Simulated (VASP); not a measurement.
Here is a VASP 6.6.1 calculation.

File INCAR:

```
SYSTEM = Sc
PREC = Accurate
ENCUT = 600
EDIFF = 1E-7
ISMEAR = -1
SIGMA = 0.1
LREAL = .False.
LASPH = .True.
NELM = 60
ALGO = Normal
ISIF = 3
LWAVE = .False.
LCHARG = .False.
GGA = CA
IBRION = 2
NSW = 80
EDIFFG = -0.01
```

The input KPOINTS:

```
regular mesh
0
Gamma
  9 9 5
  0 0 0
```

Contents of POSCAR:

```
Sc
1.0
    3.3090000000      0.0000000000      0.0000000000
   -1.6545000000      2.8656780000      0.0000000000
    0.0000000000      0.0000000000      5.2733000000
Sc
2
Direct
    0.3333333333      0.6666666667      0.2500000000
    0.6666666667      0.3333333333      0.7500000000
```

Potentials or basis: VASP PAW LDA potentials, release 64 (Sc_sv).

Launch:

```sh
$ cat potpaw_LDA.64/Sc_sv/POTCAR > POTCAR
$ mpirun -np 1 vasp_std > vasp.out
```

Problem. What does it give for the relaxed cell?

Solution. a = 3.228 Å, b = 3.228 Å, c = 5.015 Å, α = 90.00°, β = 90.00°, γ = 120.00°.

Problem. Estimate the band gap on the k mesh.

Solution. Zero (bands 11 and 12 overlap by 1.54 eV).

Problem. What does it give for the relaxed volume?

Solution. 22.63 Å³/atom.

Step by step:
```tsv
step	energy change (eV)	largest force (eV/Å)	pressure (GPa)	volume (Å³)
1	0.0000	0.0000	-5.08	50.00
2	-0.0800	0.0000	1.13	44.48
3	-0.0825	0.0000	0.10	45.23
4	-0.0825	0.0000	-0.02	45.32
5	-0.0839	0.0000	-0.06	45.34
6	-0.0843	0.0000	-0.09	45.35
7	-0.0843	0.0000	-0.08	45.35
8	-0.0843	0.0000	0.04	45.26
```

LDA usually gives volumes a few per cent too small. Zero-point motion and thermal expansion aren't in these numbers.
